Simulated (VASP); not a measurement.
# SrO (Fm-3m) in VASP: a series of runs, part 2 of 2

VASP 6.6.1.

### 3 Single point, PBE

File INCAR:

```
PREC = Accurate
ENCUT = 600
EDIFF = 1E-6
ISMEAR = 0
SIGMA = 0.01
LREAL = False
LASPH = True
NELM = 120
ALGO = Normal
ISIF = 2
LWAVE = False
LCHARG = True
GGA = PE
LELF = True
LVHAR = True
NBANDS = 15
GGA_COMPAT = False
```

File KPOINTS:

```
Automatic mesh
0
Gamma
  4 4 4
```

File POSCAR:

```
SrO
1.0
    0.0000000000      2.3504189100      2.3504189100
    2.3504189100      0.0000000000      2.3504189100
    2.3504189100      2.3504189100      0.0000000000
Sr O
1 1
Direct
    0.0000000000      0.0000000000      0.0000000000
    0.5000000000      0.5000000000      0.5000000000
```

Potentials or basis: VASP PAW PBE potentials, release 64 (Sr_sv, O).

Started as:

```bash
$ cat potpaw_PBE.64/Sr_sv/POTCAR potpaw_PBE.64/O/POTCAR > POTCAR
$ mpirun -np 1 vasp_std > vasp.out
```

OUTCAR:

```text
PREC = Accurate
   ENCUT = 600
   EDIFF = 1E-6
   ISMEAR = 0
   LREAL = False
   LASPH = True
   NELM = 120
   ISIF = 2
   GGA = PE

 ion  position               nearest neighbor table
   1  0.000  0.000  0.000-   2 2.35   2 2.35   2 2.35   2 2.35   2 2.35   2 2.35
   2  0.500  0.500  0.500-   1 2.35   1 2.35   1 2.35   1 2.35   1 2.35   1 2.35

  LATTYP: Found a face centered cubic cell.
 ALAT       =     4.7008378200

  Lattice vectors:

 A1 = (   0.0000000000,   2.3504189100,   2.3504189100)
 A2 = (   2.3504189100,   0.0000000000,   2.3504189100)
 A3 = (   2.3504189100,   2.3504189100,   0.0000000000)

Analysis of symmetry for initial positions (statically):
=====================================================================
 Subroutine PRICEL returns:
 Original cell was already a primitive cell.

 Routine SETGRP: Setting up the symmetry group for a
 face centered cubic supercell.

 Subroutine GETGRP returns: Found 48 space group operations
 (whereof 48 operations were pure point group operations)
 out of a pool of 48 trial point group operations.

The static configuration has the point symmetry O_h .

Analysis of symmetry for dynamics (positions and initial velocities):
=====================================================================
 Subroutine PRICEL returns:
 Original cell was already a primitive cell.

 Routine SETGRP: Setting up the symmetry group for a
 face centered cubic supercell.

 Subroutine GETGRP returns: Found 48 space group operations
 (whereof 48 operations were pure point group operations)
 out of a pool of 48 trial point group operations.

The dynamic configuration has the point symmetry O_h .

 Subroutine INISYM returns: Found 48 space group operations
 (whereof 48 operations are pure point group operations),
 and found     1 'primitive' translations

----------------------------------------------------------------------------------------

                                     Primitive cell

  volume of cell :      25.9696

  direct lattice vectors                    reciprocal lattice vectors
     0.000000000  2.350418910  2.350418910    -0.212728037  0.212728037  0.212728037
     2.350418910  0.000000000  2.350418910     0.212728037 -0.212728037  0.212728037
[... 103 lines left out ...]
 maximum number of plane-waves:       893
 NGX is ok and might be reduce to    28
   NGX = 13   NGY = 13   NGZ = 13

 number of electron      15.9999999 magnetization

 Free energy of the ion-electron system (eV)
  ---------------------------------------------------
  ext. energy  EPLUGINS =         0.00000000
  ---------------------------------------------------
  free energy    TOTEN  =       -10.91279104 eV

  energy without entropy =      -10.91279104  energy(sigma->0) =      -10.91279104

 E-fermi :   3.6239     XC(G=0): -11.3691

 val. band max:        3.4986340395   @ k =   0.5000   0.5000   0.0000
 cond. band min:       6.0761162142   @ k =   0.5000   0.5000   0.0000
 fundamental gap:      2.5774821747
 Fermi energy:         3.6239203518

 k-point     1 :       0.0000    0.0000    0.0000
  band No.  band energies     occupation
      1     -28.5369      2.00000
      2     -12.2025      2.00000
      3      -9.6896      2.00000
      4      -9.6896      2.00000
      5      -9.6896      2.00000
      6       3.1904      2.00000
      7       3.1904      2.00000
      8       3.1904      2.00000
      9       9.4320      0.00000
     10       9.8565      0.00000
     11       9.8565      0.00000
     12       9.8565      0.00000
     13      12.7127      0.00000
     14      12.7127      0.00000
[... 113 lines left out ...]
      2     -13.3689      2.00000
      3     -11.2107      2.00000
      4     -11.2107      2.00000
      5      -9.0074      2.00000
      6       1.5768      2.00000
      7       3.2138      2.00000
      8       3.2138      2.00000
      9       9.8690      0.00000
     10       9.8690      0.00000
     11      14.0246      0.00000
     12      16.6053      0.00000
     13      17.0961      0.00000
     14      19.6541      0.00000
     15      21.4058      0.00000

------------------------ aborting loop because EDIFF is reached ----------------------------------------

  FORCE on cell =-STRESS in cart. coord.  units (eV):
  Direction    XX          YY          ZZ          XY          YZ          ZX
  --------------------------------------------------------------------------------------
  -------------------------------------------------------------------------------------
  Total        8.3808710      8.3808710      8.3808710      0.0000000     -0.0000000      0.0000000
  in kB      517.0516446    517.0516446    517.0516446      0.0000000     -0.0000000      0.0000000
  external PRESSURE =     517.0516446 kB  Pullay stress =       0.0000000 kB

 VOLUME and BASIS-vectors are now :
 -----------------------------------------------------------------------------
  energy-cutoff  :      600.00
  volume of cell :       25.97
      direct lattice vectors                 reciprocal lattice vectors
     0.000000000  2.350418910  2.350418910    -0.212728037  0.212728037  0.212728037
     2.350418910  0.000000000  2.350418910     0.212728037 -0.212728037  0.212728037
     2.350418910  2.350418910  0.000000000     0.212728037  0.212728037 -0.212728037

 POSITION                                       TOTAL-FORCE (eV/Angst)
 -----------------------------------------------------------------------------------
      0.00000      0.00000      0.00000        -0.000000      0.000000     -0.000000
      2.35042      2.35042      2.35042         0.000000     -0.000000      0.000000
 -----------------------------------------------------------------------------------
    total drift:                                0.000000      0.000000      0.000000

  FREE ENERGIE OF THE ION-ELECTRON SYSTEM (eV)
  ---------------------------------------------------
  free  energy   TOTEN  =       -10.9127910408 eV

  energy  without entropy=      -10.9127910408  energy(sigma->0) =      -10.91279104
```

OSZICAR:

```text
N       E                     dE             d eps       ncg     rms          rms(c)
DAV:   1     0.786712914331E+02    0.78671E+02   -0.10012E+04   240   0.125E+03
DAV:   2    -0.992006966825E+01   -0.88591E+02   -0.82427E+02   324   0.245E+02
DAV:   3    -0.133158880401E+02   -0.33958E+01   -0.33822E+01   313   0.432E+01
DAV:   4    -0.133612618016E+02   -0.45374E-01   -0.45372E-01   261   0.505E+00
DAV:   5    -0.133624824940E+02   -0.12207E-02   -0.12207E-02   311   0.644E-01    0.295E+01
DAV:   6    -0.109861783733E+02    0.23763E+01   -0.61720E+00   240   0.229E+01    0.336E+01
DAV:   7    -0.109245306606E+02    0.61648E-01   -0.23291E-01   297   0.438E+00    0.198E+01
DAV:   8    -0.109107091773E+02    0.13821E-01   -0.80003E-02   296   0.276E+00    0.222E+00
DAV:   9    -0.109121704012E+02   -0.14612E-02   -0.42668E-03   313   0.558E-01    0.332E-01
DAV:  10    -0.109127771057E+02   -0.60670E-03   -0.79236E-04   240   0.233E-01    0.153E-01
DAV:  11    -0.109127878373E+02   -0.10732E-04   -0.46254E-05   275   0.635E-02    0.707E-02
DAV:  12    -0.109127908890E+02   -0.30517E-05   -0.77304E-06   240   0.244E-02    0.874E-03
DAV:  13    -0.109127910408E+02   -0.15181E-06   -0.58916E-07   205   0.712E-03
   1 F= -.10912791E+02 E0= -.10912791E+02  d E =-.178911E-71
```

stdout:

```text
POSCAR found type information on POSCAR SrO
 POSCAR found :  2 types and       2 ions
 scaLAPACK will be used
 LDA part: xc-table for (Slater+PW92), standard interpolation
 POSCAR, INCAR and KPOINTS ok, starting setup
 FFT: planning ... GRIDC
 FFT: planning ... GRID_SOFT
 FFT: planning ... GRID
 WAVECAR not read
 entering main loop
```

Run time: 13 s. Hardware: 1 thread of Intel Xeon 8259CL, shared host; peak memory 0.16 GiB.

What came out:

* Free energy: -10.9128 eV
* Pressure: 51.7 GPa
* Band gap on the k mesh: 2.58 eV

Levels at points of the mesh, in eV from the valence-band top:
| k point | band 5 | band 6 | band 7 | band 8 | band 9 | band 10 | band 11 | band 12 |
| --- | --- | --- | --- | --- | --- | --- | --- | --- |
| (0.00, 0.00, 0.00) | -13.19 | -0.31 | -0.31 | -0.31 | 5.93 | 6.36 | 6.36 | 6.36 |
| (0.50, 0.00, 0.00) | -11.70 | -3.05 | -2.13 | -2.13 | 7.42 | 10.12 | 10.12 | 10.48 |
| (0.50, 0.50, 0.00) | -14.01 | -0.09 | -0.09 | 0.00 | 2.58 | 9.80 | 11.68 | 12.73 |

Caveat: the k points lie up to 0.58 Å⁻¹ apart. A k mesh can miss the band edges.

### 4 Single point, PBE

This run uses another cell than the first one, of 14.64 Å³/atom.

File INCAR:

```
  PREC = Accurate
  ENCUT = 600
  EDIFF = 1E-6
  ISMEAR = 0
  SIGMA = 0.01
  LREAL = False
  LASPH = True
  NELM = 120
  ALGO = Normal
  ISIF = 2
  LWAVE = False
  LCHARG = False
  GGA = PE
  NBANDS = 15
  GGA_COMPAT = False
```

File KPOINTS:

```
regular mesh
0
Gamma
  4 4 4
```

File POSCAR:

```
SrO
1.0
    0.0000000000      2.4464590100      2.4464590100
    2.4464590100      0.0000000000      2.4464590100
    2.4464590100      2.4464590100      0.0000000000
Sr O
1 1
Direct
    0.0000000000      0.0000000000      0.0000000000
    0.5000000000      0.5000000000      0.5000000000
```

Started as:

```bash
$ cat potpaw_PBE.64/Sr_sv/POTCAR potpaw_PBE.64/O/POTCAR > POTCAR
$ mpirun -np 1 vasp_std > vasp.out
```

Wall time 15 s (1 thread of Intel Xeon 8259CL, shared host); peak memory 0.16 GiB.

Results (log left out):

```
Free energy            : -11.6726 eV
Pressure               : 23.9 GPa
Band gap on the k mesh : 3.07 eV
```

Levels at points of the mesh, in eV from the valence-band top:
| k point | band 6 | band 7 | band 8 | band 9 | band 10 | band 11 |
| --- | --- | --- | --- | --- | --- | --- |
| (0.00, 0.00, 0.00) | -0.05 | -0.05 | -0.05 | 5.10 | 6.45 | 6.45 |
| (0.50, 0.00, 0.00) | -2.52 | -1.52 | -1.52 | 7.16 | 9.66 | 9.67 |
| (0.50, 0.50, 0.00) | -0.14 | 0.00 | 0.00 | 3.07 | 8.96 | 11.12 |

Caveat: the k points lie up to 0.56 Å⁻¹ apart. A k mesh can miss the band edges.
